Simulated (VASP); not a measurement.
Write the native input for VASP 6.6.1 that does the following.

```
Task                   : single point
Functional             : PBEsol
Potentials or basis    : VASP PAW PBE potentials, release 64 (Si)
Cutoff                 : 520 eV
k mesh                 : 14 × 14 × 14
Occupations            : gaussian, width 0.05 eV
Spin                   : no spin polarisation
Dipole correction      : no
Further INCAR settings : ALGO = Normal; EDIFF = 1e-07; NBANDS = 11
```

The structure of Si lies in POSCAR:

```
Si
1.0
    0.0000000000      2.6038235889      2.6038235889
    2.6038235889      0.0000000000      2.6038235889
    2.6038235889      2.6038235889      0.0000000000
Si
2
Direct
    0.7500000000      0.7500000000      0.7500000000
    0.5000000000      0.5000000000      0.5000000000
```

These files were run (other wordings do the same):

INCAR

```
SYSTEM = Si
ALGO     = Normal         ! electronic algorithm
EDIFF    = 1E-7           ! SCF threshold, eV
ENCUT    = 520            ! plane-wave cutoff, eV
GGA      = PS             ! functional
ISIF     = 2              ! what is computed and relaxed
ISMEAR   = 0              ! smearing method
LASPH    = .TRUE.         ! aspherical terms in the spheres
LCHARG   = .FALSE.        ! write CHGCAR
LREAL    = .FALSE.        ! projectors in reciprocal space
LWAVE    = .FALSE.        ! write WAVECAR
NBANDS   = 11             ! bands
NELM     = 100            ! most SCF steps
PREC     = Accurate       ! precision mode
SIGMA    = 0.05           ! smearing width, eV
```

KPOINTS

```
k-points
0
G
  14 14 14
  0 0 0
```

Potentials or basis: VASP PAW PBE potentials, release 64 (Si).

The run is started by

```sh
$ cat potpaw_PBE.64/Si/POTCAR > POTCAR
$ mpirun -np 1 vasp_std > vasp.out
```

Results of the run:

The pressure is 15.8 GPa. The band gap on the k mesh is 0.20 eV (least direct gap 2.56 eV).

Caveat: the cell stands under pressure; the PAW data sets were made with another functional, which shifts forces and pressure a little.

Run time: 18 s on 1 thread of Intel(R) Xeon(R) Platinum 8488C (Sapphire Rapids), with other jobs on the host, peak memory 0.16 GiB.
